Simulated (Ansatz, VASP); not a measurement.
# Ti3Al: VASP beside Ansatz

```
Ti Al
1.0
     2.97708    0.00000    0.00000
    -1.48854    2.57822    0.00000
     0.00000    0.00000    8.64424
Ti Al
3 1
Direct
  0.66667 0.33333 0.00000
  0.33333 0.66667 0.75664
  0.33333 0.66667 0.24336
  0.66667 0.33333 0.50000
```

Alike in both runs: task single point; functional PBEsol; k mesh 15 × 15 × 6; occupations gaussian, width 0.15 eV; no spin polarisation.

```csv
,VASP,Ansatz
version,VASP 6.6.1,Ansatz 0.2.0
potentials or method,"VASP PAW PBE potentials, release 64 (Ti_sv, Al), cutoff 520 eV","scalar-relativistic, plane waves, PAW"
valence electrons in the cell,39,39
```

Ansatz gave:

```
gap on the k mesh at the Fermi level (eV)                     : none
pressure (GPa)                                                : 1.1
traceless stress, the component that is largest in VASP (GPa) : 8.96
rms of the force components (eV/Å)                            : 0.163
```

**Question.** Which values does VASP return?

**Answer.** gap on the k mesh at the Fermi level (eV): none; pressure (GPa): 0.9; traceless stress, the component that is largest in VASP (GPa): 8.98; rms of the force components (eV/Å): 0.157.

VASP's potentials were made for PBE, not for PBEsol, and Ansatz warns of the same on its side. Atom by atom the forces differ by 0.006 eV/Å (rms over components). A gap of «none» marks a metal or a gap that the smearing closes.
